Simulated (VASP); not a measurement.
# MnHg (Pm-3m) in VASP: single point with PBE+D3(BJ)+U

Aim: the single point of MnHg with PBE+D3(BJ)+U.

All numbers are computed with VASP 6.6.1; they aren't measurements. Logs are shortened: lines on timing, memory, paths and dates and some standing lists are left out, and cuts for length are marked.

### Step 1. The cell of the first run

It takes space group Pm-3m (No. 221, cubic). The conventional cell has a = 3.315 Å, b = 3.315 Å, c = 3.315 Å, α = 90.00°, β = 90.00°, γ = 90.00°. Within 3.8 Å of Mn (site symmetry m-3m) lie 8 Hg at 2.87 Å and 6 Mn at 3.31 to 3.32 Å. Hg (site symmetry m-3m) has 8 Mn at 2.87 Å and 6 Hg at 3.31 Å within 3.8 Å.

### Step 2. Single point, PBE+D3(BJ)+U, collinear spin, ferromagnetic start

Input file INCAR:

```
SYSTEM = MnHg
PREC = Accurate ; ENCUT = 680
EDIFF = 1E-6 ; ISMEAR = -1
SIGMA = 0.036 ; LREAL = .FALSE.
LASPH = .TRUE. ; NELM = 200
ALGO = Normal ; ISIF = 2
LWAVE = .FALSE. ; LCHARG = .TRUE.
ISPIN = 2 ; MAGMOM = 4.13 0
LORBIT = 11 ; LMAXMIX = 4
LDAU = .TRUE. ; LDAUTYPE = 2
LDAUL = -1 2 ; LDAUU = 0 8
LDAUJ = 0 0 ; LDAUPRINT = 1
GGA = PE ; IVDW = 12
LELF = .TRUE. ; LVHAR = .TRUE.
NBANDS = 28 ; GGA_COMPAT = .FALSE.
```

Input file KPOINTS:

```
Automatic mesh
0
G
  4 4 4
  0 0 0
```

Input file POSCAR:

```
MnHg
1.0
    3.3150000000      0.0000000000      0.0000000000
    0.0000000000      3.3150000000      0.0000000000
    0.0000000000      0.0000000000      3.3150000000
Mn Hg
1 1
Direct
    0.5000000000      0.5000000000      0.5000000000
    0.0000000000      0.0000000000      0.0000000000
```

Potentials or basis: VASP PAW PBE potentials, release 64 (Mn_sv, Hg_sv_GW).

Started as:

```
$ cat potpaw_PBE.64/Mn_sv/POTCAR potpaw_PBE.64/Hg_sv_GW/POTCAR > POTCAR
$ mpirun -np 1 vasp_std > vasp.out
```

OUTCAR:

```text
SYSTEM = MnHg
   PREC = Accurate
   ENCUT = 680
   EDIFF = 1E-6
   ISMEAR = -1
   LREAL = .FALSE.
   LASPH = .TRUE.
   NELM = 200
   ISIF = 2
   ISPIN = 2
   LORBIT = 11
   GGA = PE
   IVDW = 12
 IVDW          = 12

 ion  position               nearest neighbor table
   1  0.500  0.500  0.500-   2 2.87   2 2.87   2 2.87   2 2.87   2 2.87   2 2.87   2 2.87   2 2.87

   2  0.000  0.000  0.000-   1 2.87   1 2.87   1 2.87   1 2.87   1 2.87   1 2.87   1 2.87   1 2.87

  LATTYP: Found a simple cubic cell.
 ALAT       =     3.3150000000

  Lattice vectors:

 A1 = (   3.3150000000,   0.0000000000,   0.0000000000)
 A2 = (   0.0000000000,   3.3150000000,   0.0000000000)
 A3 = (   0.0000000000,   0.0000000000,   3.3150000000)

Analysis of symmetry for initial positions (statically):
=====================================================================
 Subroutine PRICEL returns:
 Original cell was already a primitive cell.

 Routine SETGRP: Setting up the symmetry group for a
 simple cubic supercell.

 Subroutine GETGRP returns: Found 48 space group operations
 (whereof 48 operations were pure point group operations)
 out of a pool of 48 trial point group operations.

The static configuration has the point symmetry O_h .

Analysis of symmetry for dynamics (positions and initial velocities):
=====================================================================
 Subroutine PRICEL returns:
 Original cell was already a primitive cell.

 Routine SETGRP: Setting up the symmetry group for a
 simple cubic supercell.

 Subroutine GETGRP returns: Found 48 space group operations
 (whereof 48 operations were pure point group operations)
 out of a pool of 48 trial point group operations.

The dynamic configuration has the point symmetry O_h .

Analysis of structural, dynamic, and magnetic symmetry:
=====================================================================
 Subroutine PRICEL returns:
 Original cell was already a primitive cell.

 Routine SETGRP: Setting up the symmetry group for a
 simple cubic supercell.

 Subroutine GETGRP returns: Found 48 space group operations
 (whereof 48 operations were pure point group operations)
 out of a pool of 48 trial point group operations.

The overall configuration has the point symmetry O_h .

 Subroutine INISYM returns: Found 48 space group operations
 (whereof 48 operations are pure point group operations),
 and found     1 'primitive' translations

----------------------------------------------------------------------------------------

                                     Primitive cell

  volume of cell :      36.4293

  direct lattice vectors                    reciprocal lattice vectors
     3.315000000  0.000000000  0.000000000     0.301659125  0.000000000  0.000000000
     0.000000000  3.315000000  0.000000000     0.000000000  0.301659125  0.000000000
     0.000000000  0.000000000  3.315000000     0.000000000  0.000000000  0.301659125

  length of vectors
     3.315000000  3.315000000  3.315000000     0.301659125  0.301659125  0.301659125

  position of ions in fractional coordinates (direct lattice)
     0.500000000  0.500000000  0.500000000
     0.000000000  0.000000000  0.000000000

  ion indices of the primitive-cell ions
   primitive index   ion index
                 1           1
                 2           2

----------------------------------------------------------------------------------------

 KPOINTS: Automatic mesh

Automatic generation of k-mesh.
 Grid dimensions read from file:
 generate k-points for:    4    4    4

 Generating k-lattice:

  Cartesian coordinates                     Fractional coordinates (reciprocal lattice)
     0.075414781  0.000000000  0.000000000     0.250000000  0.000000000  0.000000000
     0.000000000  0.075414781  0.000000000     0.000000000  0.250000000  0.000000000
     0.000000000  0.000000000  0.075414781     0.000000000  0.000000000  0.250000000

  Length of vectors
     0.075414781  0.075414781  0.075414781

  Shift w.r.t. Gamma in fractional coordinates (k-lattice)
     0.000000000  0.000000000  0.000000000

 Subroutine IBZKPT returns following result:
 ===========================================

 Found     10 irreducible k-points:

 Following reciprocal coordinates:
            Coordinates               Weight
  0.000000  0.000000  0.000000      1.000000
  0.250000  0.000000  0.000000      6.000000
  0.500000  0.000000  0.000000      3.000000
  0.250000  0.250000  0.000000     12.000000
  0.500000  0.250000  0.000000     12.000000
  0.500000  0.500000  0.000000      3.000000
  0.250000  0.250000  0.250000      8.000000
  0.500000  0.250000  0.250000     12.000000
  0.500000  0.500000  0.250000      6.000000
  0.500000  0.500000  0.500000      1.000000
   k-points           NKPTS =     10   k-points in BZ     NKDIM =     10   number of bands    NBANDS=     28
   number of dos      NEDOS =    301   number of ions     NIONS =      2
   total plane-waves  NPLWV =  21952
   dimension x,y,z NGX =    28 NGY =   28 NGZ =   28
   dimension x,y,z NGXF=    56 NGYF=   56 NGZF=   56
   ions per type =               1   1
   NGX,Y,Z   is equivalent  to a cutoff of  14.04, 14.04, 14.04 a.u.
   NGXF,Y,Z  is equivalent  to a cutoff of  28.08, 28.08, 28.08 a.u.
 SYSTEM =  MnHg
   PREC   = accura    normal or accurate (medium, high low for compatibility)
   ISTART =      0    job   : 0-new  1-cont  2-samecut
   ICHARG =      2    charge: 1-file 2-atom 10-const
   ISPIN  =      2    spin polarized calculation?
   LNONCOLLINEAR =      F non collinear calculations
   LSORBIT =      F    spin-orbit coupling
   LASPH  =      T    aspherical Exc in radial PAW
   ENCUT  =  680.0 eV  49.98 Ry    7.07 a.u.   7.05  7.05  7.05*2*pi/ulx,y,z
   NELM   =    200;   NELMIN=  2; NELMDL= -5     # of ELM steps
   EDIFF  = 0.1E-05   stopping-criterion for ELM
   LREAL  =      F    real-space projection
   EDIFFG = 0.1E-04   stopping-criterion for IOM
   NSW    =      0    number of steps for IOM
   IBRION =     -1    ionic relax: 0-MD 1-quasi-New 2-CG
   NFREE  =      0    steps in history (QN), initial steepest desc. (CG)
   ISIF   =      2    stress and relaxation
   ISYM   =      2    0-nonsym 1-usesym 2-fastsym
   POTIM  = 0.5000    time-step for ionic-motion
   TEBEG  =    0.0;   TEEND  =   0.0 temperature during run
   PSTRESS=    0.0 pullay stress
   NELECT =      35.0000    total number of electrons
   NUPDOWN=      -1.0000    fix difference up-down
   EMIN   =  10.00;   EMAX   =-10.00  energy-range for DOS
   EFERMI =   0.00;   METHOD = LEGACY
   ISMEAR =    -1;   SIGMA  =   0.04  broadening in eV -4-tet -1-fermi 0-gaus
   EFERMI_NEDOS =   21; number of points for ismear=-14 and -15
   IALGO  =     38    algorithm
   IMIX   =      4    mixing-type and parameters
     AMIX     =   0.40;   BMIX     =  1.00
     AMIX_MAG =   1.60;   BMIX_MAG =  1.00
  volume/ion in A,a.u.               =      18.21       122.92
  Fermi-wavevector in a.u.,A,eV,Ry     =   1.615402  3.052667 35.504729  2.609524
  Thomas-Fermi vector in A             =   2.710156
   LORBIT       =     11    0 simple, 1 ext, 2 COOP (PROOUT), +10 PAW based schemes
 LDA+U is selected, type is set to LDAUTYPE =  2
   angular momentum for each species LDAUL =    -1    2
   U (eV)           for each species LDAUU =   0.0  8.0
   J (eV)           for each species LDAUJ =   0.0  0.0
   GGA     = PE    functional components
   LHFCALC =     F    Hartree Fock is set to
   AEXX    =    0.0000 exact exchange contribution
   IVDW    =    12    specifies the selected vdW correction
   LEPSILON=     F    determine dielectric tensor
   LRPA    =     F    only Hartree local field effects (RPA)
 spin polarized calculation
  energy-cutoff  :      680.00
  volume of cell :       36.43
 maximum number of plane-waves:      1492
   NGX = 15   NGY = 15   NGZ = 15

atom =   2  type =  2  l = 2

 onsite density matrix

spin component  1

  0.9027  0.0000 -0.0000 -0.0000 -0.0000
  0.0000  0.9027 -0.0000 -0.0000  0.0000
 -0.0000 -0.0000  0.9125 -0.0000  0.0000
 -0.0000 -0.0000 -0.0000  0.9027  0.0000
 -0.0000  0.0000  0.0000  0.0000  0.9125

spin component  2

  0.8878 -0.0000 -0.0000  0.0000  0.0000
 -0.0000  0.8878 -0.0000  0.0000  0.0000
 -0.0000 -0.0000  0.9156 -0.0000 -0.0000
  0.0000  0.0000 -0.0000  0.8878 -0.0000
  0.0000  0.0000 -0.0000 -0.0000  0.9156

 occupancies and eigenvectors

  o =  0.8878  v =  0.0000  0.0000  0.0000  0.0000  0.0000  0.0000 -0.9179  0.0000 -0.3968  0.0000      0.0000  0.0000  0.0000  0.0000  0.0000  0.0000  0.0000  0.0000  0.0000  0.0000
  o =  0.8878  v =  0.0000  0.0000  0.0000  0.0000  0.0000  0.0000  0.3968  0.0000 -0.9179  0.0000      0.0000  0.0000  0.0000  0.0000  0.0000  0.0000  0.0000  0.0000  0.0000  0.0000
  o =  0.8878  v =  0.0000  0.0000  0.0000  0.0000  0.0000  1.0000  0.0000  0.0000  0.0000  0.0000      0.0000  0.0000  0.0000  0.0000  0.0000  0.0000  0.0000  0.0000  0.0000  0.0000
  o =  0.9027  v =  1.0000  0.0000  0.0000  0.0000  0.0000  0.0000  0.0000  0.0000  0.0000  0.0000      0.0000  0.0000  0.0000  0.0000  0.0000  0.0000  0.0000  0.0000  0.0000  0.0000
  o =  0.9027  v =  0.0000  0.9743 -0.0000  0.2252 -0.0000  0.0000  0.0000  0.0000  0.0000  0.0000      0.0000  0.0000  0.0000  0.0000  0.0000  0.0000  0.0000  0.0000  0.0000  0.0000
  o =  0.9027  v =  0.0000  0.2252 -0.0000 -0.9743  0.0000  0.0000  0.0000  0.0000  0.0000  0.0000      0.0000  0.0000  0.0000  0.0000  0.0000  0.0000  0.0000  0.0000  0.0000  0.0000
  o =  0.9125  v =  0.0000 -0.0000 -0.0000  0.0000  1.0000  0.0000  0.0000  0.0000  0.0000  0.0000      0.0000  0.0000  0.0000  0.0000  0.0000  0.0000  0.0000  0.0000  0.0000  0.0000
  o =  0.9125  v =  0.0000  0.0000  1.0000  0.0000  0.0000  0.0000  0.0000  0.0000  0.0000  0.0000      0.0000  0.0000  0.0000  0.0000  0.0000  0.0000  0.0000  0.0000  0.0000  0.0000
  o =  0.9156  v =  0.0000  0.0000  0.0000  0.0000  0.0000  0.0000 -0.0000 -1.0000 -0.0000  0.0000      0.0000  0.0000  0.0000  0.0000  0.0000  0.0000  0.0000  0.0000  0.0000  0.0000
  o =  0.9156  v =  0.0000  0.0000  0.0000  0.0000  0.0000  0.0000 -0.0000  0.0000  0.0000  1.0000      0.0000  0.0000  0.0000  0.0000  0.0000  0.0000  0.0000  0.0000  0.0000  0.0000

 number of electron      35.0000025 magnetization       3.7188751

 Free energy of the ion-electron system (eV)
  ---------------------------------------------------
  ext. energy  EPLUGINS =         0.00000000
  ---------------------------------------------------
  free energy    TOTEN  =        -4.80843093 eV

  energy without entropy =       -4.80463088  energy(sigma->0) =       -4.80653090

 E-fermi :   8.4488     XC(G=0): -11.9546

 val. band max:        8.3349344318   @ k =   0.2500   0.2500   0.2500
 cond. band min:       8.4788619429   @ k =   0.5000   0.0000   0.0000
 fundamental gap:      0.1439275111
 Fermi energy:         8.4488421178

 spin component 1

 k-point     1 :       0.0000    0.0000    0.0000
  band No.  band energies     occupation
      1    -105.7786      1.00000
      2     -72.6488      1.00000
      3     -54.2068      1.00000
      4     -54.2068      1.00000
      5     -54.2068      1.00000
      6     -41.3998      1.00000
[... 20 lines left out ...]
     27      25.0754      0.00000
[... 256 lines left out ...]
      5     -54.2180      1.00000
      6     -41.4139      1.00000
[... 20 lines left out ...]
     27      33.7973      0.00000
     28      33.8152      0.00000
 Fermi energy:         8.4488421178

 spin component 2

 k-point     1 :       0.0000    0.0000    0.0000
  band No.  band energies     occupation
      1    -105.7600      1.00000
      2     -68.6669      1.00000
      3     -54.1869      1.00000
      4     -54.1869      1.00000
      5     -54.1869      1.00000
      6     -37.4918      1.00000
[... 20 lines left out ...]
     27      25.0360      0.00000
[... 257 lines left out ...]
      6     -37.5092      1.00000
[... 20 lines left out ...]
     27      33.7413      0.00000
     28      33.7597      0.00000

------------------------ aborting loop because EDIFF is reached ----------------------------------------

 Edisp (eV)   -0.75303

 E8    (eV) :    -0.3409

  FORCE on cell =-STRESS in cart. coord.  units (eV):
  Direction    XX          YY          ZZ          XY          YZ          ZX
  --------------------------------------------------------------------------------------
  -------------------------------------------------------------------------------------
  Total      -0.78002    -0.78002    -0.78002    -0.00000    -0.00000    -0.00000
  in kB     -34.30575   -34.30575   -34.30575    -0.00000    -0.00000    -0.00000
  external pressure =      -34.31 kB  Pullay stress =        0.00 kB

 VOLUME and BASIS-vectors are now :
 -----------------------------------------------------------------------------
  energy-cutoff  :      680.00
  volume of cell :       36.43
      direct lattice vectors                 reciprocal lattice vectors
     3.315000000  0.000000000  0.000000000     0.301659125  0.000000000  0.000000000
     0.000000000  3.315000000  0.000000000     0.000000000  0.301659125  0.000000000
     0.000000000  0.000000000  3.315000000     0.000000000  0.000000000  0.301659125

 POSITION                                       TOTAL-FORCE (eV/Angst)
 -----------------------------------------------------------------------------------
      1.65750      1.65750      1.65750         0.000000      0.000000      0.000000
      0.00000      0.00000      0.00000         0.000000      0.000000      0.000000
 -----------------------------------------------------------------------------------
    total drift:                                0.000000      0.000000      0.000000

  FREE ENERGIE OF THE ION-ELECTRON SYSTEM (eV)
  ---------------------------------------------------
  free  energy   TOTEN  =        -5.5614619147 eV

  energy  without entropy=       -5.5576618597  energy(sigma->0) =       -5.55956189

 total charge

# of ion       s       p       d       f       tot
--------------------------------------------------
    1        2.146   6.005   4.714   0.000  12.865
    2        2.524   6.517   8.979   0.008  18.027
--------------------------------------------------
tot          4.670  12.522  13.692   0.008  30.892

 magnetization (x)

# of ion       s       p       d       f       tot
--------------------------------------------------
    1        0.023   0.006   3.506   0.000   3.535
    2       -0.041  -0.083   0.039   0.003  -0.081
--------------------------------------------------
tot         -0.018  -0.076   3.545   0.003   3.455
```

Wall time 27 s (1 thread of Intel Xeon Platinum 8488C (Sapphire Rapids), shared host); peak memory 0.21 GiB.

Results:

| Quantity | Value |
| --- | --- |
| Free energy | -5.5615 eV |
| Pressure | -3.4 GPa |
| Net moment | 3.72 μB per cell |
| Site moments | Mn +3.54; Hg -0.08 μB |
| Valence electrons inside the program's atomic spheres | Mn 12.87; Hg 18.03 |
| Dispersion energy per atom | -0.377 eV |

Levels at points of the mesh, in eV from the Fermi level:
Spin up:
```
           k point  band 15  band 16  band 17  band 18  band 19  band 20  band 21  band 22  band 23  band 24
(0.00, 0.00, 0.00)    -2.79    -2.79    -1.87    -1.87    -1.87     5.11     5.11     5.11     8.93    10.98
(0.50, 0.00, 0.00)    -5.02    -3.04    -2.52    -2.52    -2.03    -1.30    10.36    10.36    10.79    11.03
(0.50, 0.50, 0.00)    -2.56    -1.96    -1.96    -1.73    -1.42    -1.42     0.99     2.69    11.75    11.75
(0.50, 0.50, 0.50)    -3.47    -3.47    -1.71    -1.71     0.97     4.45     4.45     4.45     4.53     4.59
```
Spin down:
```tsv
k point	band 14	band 15	band 16	band 17	band 18	band 19
(0.00, 0.00, 0.00)	-8.93	0.30	0.30	1.61	1.61	1.61
(0.50, 0.00, 0.00)	-5.35	-4.28	0.03	0.59	0.59	1.45
(0.50, 0.50, 0.00)	-3.48	-1.22	-1.22	0.40	1.38	1.38
(0.50, 0.50, 0.50)	-1.37	-1.37	-1.37	0.82	2.02	2.02
```

Eigenvalues of the final occupation matrices:
| site | spin | trace | eigenvalues |
| --- | --- | --- | --- |
| site 2 d | 1 | 4.53 | 0.90 0.90 0.90 0.91 0.91 |
| site 2 d | 2 | 4.49 | 0.89 0.89 0.89 0.92 0.92 |

Caveat: the k points lie up to 0.47 Å⁻¹ apart; spin-orbit coupling is left out, which moves the levels of the heavy elements; the U is typed as a test and isn't derived for this compound. The state reached can hang on the start; a lower one may exist.
